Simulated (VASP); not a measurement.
# O (Fd-3m) in VASP: a series of runs

Aim: see how the results for O move with the level of theory and the settings. Levels: BLYP, LDA, r2SCAN. Tasks: single point.

All numbers are computed with VASP 6.6.1; they aren't measurements. Logs are shortened: lines on timing, memory, paths and dates and some standing lists are left out, and cuts for length are marked.

## 1. The cell of the first run

It takes space group Fd-3m (No. 227, cubic). Conventional cell: a = 4.342 Å, b = 4.342 Å, c = 4.342 Å, α = 90.00°, β = 90.00°, γ = 90.00°. O (site symmetry -43m) has 4 O at 1.88 Å within 2.5 Å.

## 2. Single point, BLYP

INCAR

```
PREC = Accurate
ENCUT = 520
EDIFF = 1E-6
ISMEAR = -1
SIGMA = 0.05
LREAL = False
LASPH = True
NELM = 100
ALGO = Normal
ISIF = 2
LWAVE = False
LCHARG = False
GGA = B5
ALDAX = 1.0
AGGAX = 1.0
AGGAC = 1.0
ALDAC = 0.0
NBANDS = 13
ISYM = 0
```

KPOINTS

```
Automatic mesh
0
Gamma
  6 6 6
  0.5 0.5 0.5
```

POSCAR

```
O
1.0
    3.0700550000      0.0000000000      0.0000000000
    1.5350275000      2.6587456210      0.0000000000
    1.5350275000      0.8862485403      2.5066894108
O
2
Direct
    0.2500000000      0.2500000000      0.2500000000
    0.0000000000      0.0000000000      0.0000000000
```

Potentials or basis: VASP PAW PBE potentials, release 64 (O).

On the command line:

```sh
$ cat potpaw_PBE.64/O/POTCAR > POTCAR
$ mpirun -np 1 vasp_std > vasp.out
```

OUTCAR:

```text
PREC = Accurate
   ENCUT = 520
   EDIFF = 1E-6
   ISMEAR = -1
   LREAL = False
   LASPH = True
   NELM = 100
   ISIF = 2
   GGA = B5
   ISYM = 0

 ion  position               nearest neighbor table
   1  0.250  0.250  0.250-   2 1.88   2 1.88   2 1.88   2 1.88
   2  0.000  0.000  0.000-   1 1.88   1 1.88   1 1.88   1 1.88

IMPORTANT INFORMATION: All symmetrisations will be switched off!
NOSYMM: (Re-)initialisation of all symmetry stuff for point group C_1.

----------------------------------------------------------------------------------------

                                     Primitive cell

  volume of cell :      20.4608

  direct lattice vectors                    reciprocal lattice vectors
     3.070055000  0.000000000  0.000000000     0.325727064 -0.188058608 -0.132977517
     1.535027500  2.658745621  0.000000000     0.000000000  0.376117216 -0.132977517
     1.535027500  0.886248540  2.506689411     0.000000000  0.000000000  0.398932551

  length of vectors
     3.070055000  3.070055000  3.070055000     0.398932551  0.398932551  0.398932551

  position of ions in fractional coordinates (direct lattice)
     0.250000000  0.250000000  0.250000000
     0.000000000  0.000000000  0.000000000

  ion indices of the primitive-cell ions
   primitive index   ion index
                 1           1
                 2           2

----------------------------------------------------------------------------------------

 KPOINTS: Automatic mesh

Automatic generation of k-mesh.
 Grid dimensions read from file:
 generate k-points for:    6    6    6

 Generating k-lattice:

  Cartesian coordinates                     Fractional coordinates (reciprocal lattice)
     0.054287844 -0.031343101 -0.022162919     0.166666667  0.000000000 -0.000000000
     0.000000000  0.062686203 -0.022162919     0.000000000  0.166666667  0.000000000
     0.000000000  0.000000000  0.066488758     0.000000000  0.000000000  0.166666667

  Length of vectors
     0.066488758  0.066488758  0.066488758

  Shift w.r.t. Gamma in fractional coordinates (k-lattice)
     0.500000000  0.500000000  0.500000000

 Subroutine IBZKPT returns following result:
 ===========================================

 Found    432 irreducible k-points:

 Following reciprocal coordinates:
            Coordinates               Weight
  0.083333  0.083333  0.083333      2.000000
  0.083333  0.000000 -0.000000      2.000000
  0.000000  0.000000 -0.083333      2.000000
  0.000000  0.083333 -0.000000      2.000000
[... 42 lines left out ...]
   NSW    =      0    number of steps for IOM
   IBRION =     -1    ionic relax: 0-MD 1-quasi-New 2-CG
   NFREE  =      0    steps in history (QN), initial steepest desc. (CG)
   ISIF   =      2    stress and relaxation
   ISYM   =      0    0-nonsym 1-usesym 2-fastsym
   POTIM  = 0.5000    time-step for ionic-motion
   TEBEG  =    0.0;   TEEND  =   0.0 temperature during run
   PSTRESS=    0.0 pullay stress
   NELECT =      12.0000    total number of electrons
   NUPDOWN=      -1.0000    fix difference up-down
   EMIN   =  10.00;   EMAX   =-10.00  energy-range for DOS
   EFERMI =   0.00;   METHOD = LEGACY
   ISMEAR =    -1;   SIGMA  =   0.05  broadening in eV -4-tet -1-fermi 0-gaus
   EFERMI_NEDOS =   21; number of points for ismear=-14 and -15
   IALGO  =     38    algorithm
   IMIX   =      4    mixing-type and parameters
     AMIX     =   0.40;   BMIX     =  1.00
     AMIX_MAG =   1.60;   BMIX_MAG =  1.00
  volume/ion in A,a.u.               =      10.23        69.04
  Fermi-wavevector in a.u.,A,eV,Ry     =   1.370337  2.589562 25.549344  1.877824
  Thomas-Fermi vector in A             =   2.496132
   LORBIT       =      0    0 simple, 1 ext, 2 COOP (PROOUT), +10 PAW based schemes
   GGA     = B5    functional components
   LHFCALC =     F    Hartree Fock is set to
   AEXX    =    0.0000 exact exchange contribution
   IVDW    =     0    specifies the selected vdW correction
   LEPSILON=     F    determine dielectric tensor
   LRPA    =     F    only Hartree local field effects (RPA)
 non-spin polarized calculation
  energy-cutoff  :      520.00
  volume of cell :       20.46
 maximum number of plane-waves:       560
   NGX = 11   NGY = 11   NGZ = 11

 number of electron      11.9999993 magnetization

 Free energy of the ion-electron system (eV)
  ---------------------------------------------------
  ext. energy  EPLUGINS =         0.00000000
  ---------------------------------------------------
  free energy    TOTEN  =        -5.75754465 eV

  energy without entropy =       -5.74723980  energy(sigma->0) =       -5.75239222

 E-fermi :   1.0565     XC(G=0):  -9.8586

 val. band max:        1.0170206806   @ k =   0.2500   0.2500   0.2500
 cond. band min:       1.0950656302   @ k =  -0.1667  -0.1667   0.4167
 fundamental gap:      0.0780449496
 Fermi energy:         1.0564771564

 k-point     1 :       0.0833    0.0833    0.0833
  band No.  band energies     occupation
      1     -20.5339      2.00000
      2     -12.4456      2.00000
      3      -2.9220      2.00000
      4      -2.9220      2.00000
      5      -2.9065      2.00000
      6       0.4604      1.99999
      7       0.4751      1.99998
      8       0.4751      1.99998
      9      11.4187      0.00000
     10      23.8567      0.00000
     11      23.8567      0.00000
     12      24.1297      0.00000
     13      27.0898      0.00000
[... 354 lines left out ...]
  band No.  band energies     occupation
      1     -19.2059      2.00000
      2     -14.6088      2.00000
      3      -4.4904      2.00000
      4      -3.6346      2.00000
      5      -3.1082      2.00000
      6       1.2585      0.03458
      7       1.3180      0.01064
      8       2.0139      0.00000
      9      13.8891      0.00000
     10      18.4191      0.00000
     11      21.2496      0.00000
     12      22.4151      0.00000
     13      29.2554      0.00000

 [... further k-points ...]
[... 5 lines left out ...]
  --------------------------------------------------------------------------------------
  -------------------------------------------------------------------------------------
  Total        1.2863127      1.2862840      1.2862770      0.0000240      0.0000102      0.0000165
  in kB      100.7241627    100.7219156    100.7213697      0.0018795      0.0007989      0.0012918
  external PRESSURE =     100.7224827 kB  Pullay stress =       0.0000000 kB

 VOLUME and BASIS-vectors are now :
 -----------------------------------------------------------------------------
  energy-cutoff  :      520.00
  volume of cell :       20.46
      direct lattice vectors                 reciprocal lattice vectors
     3.070055000  0.000000000  0.000000000     0.325727064 -0.188058608 -0.132977517
     1.535027500  2.658745621  0.000000000     0.000000000  0.376117216 -0.132977517
     1.535027500  0.886248540  2.506689411     0.000000000  0.000000000  0.398932551

 POSITION                                       TOTAL-FORCE (eV/Angst)
 -----------------------------------------------------------------------------------
      1.53503      0.88625      0.62667         0.000002      0.000001     -0.000001
      0.00000      0.00000      0.00000        -0.000002     -0.000001      0.000001
 -----------------------------------------------------------------------------------
    total drift:                                0.000001     -0.000001      0.000001

  FREE ENERGIE OF THE ION-ELECTRON SYSTEM (eV)
  ---------------------------------------------------
  free  energy   TOTEN  =        -5.7575446458 eV

  energy  without entropy=       -5.7472398018  energy(sigma->0) =       -5.75239222
```

stdout:

```text
POSCAR found type information on POSCAR O
 POSCAR found :  1 types and       2 ions
 scaLAPACK will be used
 -----------------------------------------------------------------------------
|                                                                             |
|                                                                             |
|     You enforced a specific xc type in the INCAR file but a different       |
|     I HOPE YOU KNOW WHAT YOU ARE DOING!                                     |
|                                                                             |
 -----------------------------------------------------------------------------

 LDA part: xc-table for (Slater(with rela. corr.)+VWN5), standard interpolation
 POSCAR, INCAR and KPOINTS ok, starting setup
 FFT: planning ... GRIDC
 FFT: planning ... GRID_SOFT
 FFT: planning ... GRID
 WAVECAR not read
 entering main loop
```

Wall time 53 s (1 thread of Intel Xeon Platinum 8259CL at 2.50GHz (Skylake/Cascade Lake), shared host); peak memory 0.19 GiB.

Results:

```yaml
Free_energy: -5.7575 eV
Pressure: 10.1 GPa
Band_gap_on_the_k_mesh: zero (band 6 reaches 1.44 eV, above the bottom of band 7 at 0.48 eV)
```

Levels at points of the mesh, in eV from the Fermi level:
```
           k point  band 3  band 4  band 5  band 6  band 7  band 8  band 9  band 10
(0.08, 0.08, 0.08)   -3.98   -3.98   -3.96   -0.60   -0.58   -0.58   10.36    22.80
```

Caveat: the k points lie up to 0.42 Å⁻¹ apart; the PAW data sets were made with another functional, which shifts forces and pressure a little.

## 3. Single point, LDA

INCAR

```
ALGO = Normal
EDIFF = 1E-7
ENCUT = 520
GGA = CA
ISIF = 2
ISMEAR = -1
ISYM = 0
LASPH = T
LCHARG = F
LREAL = F
LWAVE = F
NBANDS = 13
NELM = 80
PREC = Accurate
SIGMA = 0.05
```

KPOINTS is that of step 2.

POSCAR is that of step 2.

Potentials or basis: VASP PAW LDA potentials, release 64 (O).

On the command line:

```sh
$ cat potpaw_LDA.64/O/POTCAR > POTCAR
$ mpirun -np 1 vasp_std > vasp.out
```

Run time: 56 s. Hardware: 1 thread of Intel Xeon Platinum 8259CL at 2.50GHz (Skylake/Cascade Lake), shared host; peak memory 0.18 GiB.

It converged, with:

- Free energy: -7.5378 eV
- Pressure: -5.0 GPa
- Band gap on the k mesh: zero (band 6 reaches 0.96 eV, above the bottom of band 7 at -0.02 eV)

Levels at points of the mesh, in eV from the Fermi level:
| k point | band 3 | band 4 | band 5 | band 6 | band 7 | band 8 | band 9 | band 10 |
| --- | --- | --- | --- | --- | --- | --- | --- | --- |
| (0.08, 0.08, 0.08) | -4.05 | -4.05 | -4.03 | -0.62 | -0.60 | -0.60 | 9.72 | 22.21 |

Caveat: the k points lie up to 0.42 Å⁻¹ apart.

[end of part 1 of 2]
